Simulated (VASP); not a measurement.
Wanted: the native input for a VASP 6.6.1 run.

- Task: single point
- Functional: PBE
- Potentials or basis: VASP PAW PBE potentials, release 64 (Ba_sv, Cs_sv)
- Cutoff: 520 eV
- k mesh: 3 × 3 × 3
- Occupations: methfessel-paxton, width 0.025 eV
- Spin: no spin polarisation
- Dipole correction: no
- Further INCAR settings: ALGO = Normal; EDIFF = 1e-06; NBANDS = 28

The structure of CsBa3 lies in POSCAR:

```
CsBa3
1.0
    0.0000000000      5.2212840000      5.2212840000
    5.2212840000      0.0000000000      5.2212840000
    5.2212840000      5.2212840000      0.0000000000
Ba Cs
3 1
Direct
    0.5012270000      0.4971690000      0.4967690000
    0.7590530000      0.7460360000      0.7562990000
    0.2519520000      0.2509940000      0.2457810000
    0.0084740000      0.0003550000     -0.0073040000
```

These files were run (other wordings do the same):

INCAR

```
SYSTEM = CsBa3
PREC = Accurate ; ENCUT = 520
EDIFF = 1E-6 ; ISMEAR = 1
SIGMA = 0.025 ; LREAL = .False.
LASPH = .True. ; NELM = 100
ALGO = Normal ; ISIF = 2
LWAVE = .False. ; LCHARG = .True.
GGA = PE ; LELF = .True.
LVHAR = .True. ; NBANDS = 28
```

KPOINTS

```
regular mesh
0
Gamma
  3 3 3
  0 0 0
```

Potentials or basis: VASP PAW PBE potentials, release 64 (Ba_sv, Cs_sv).

Command:

```sh
$ cat potpaw_PBE.64/Ba_sv/POTCAR potpaw_PBE.64/Cs_sv/POTCAR > POTCAR
$ mpirun -np 1 vasp_std > vasp.out
```

Results of the run:

The pressure is 0.3 GPa and the largest force is 0.095 eV/Å.

It took 56 s on 1 thread of Intel(R) Xeon(R) 6975P-C (Granite Rapids) (shared host), peak memory 0.45 GiB.
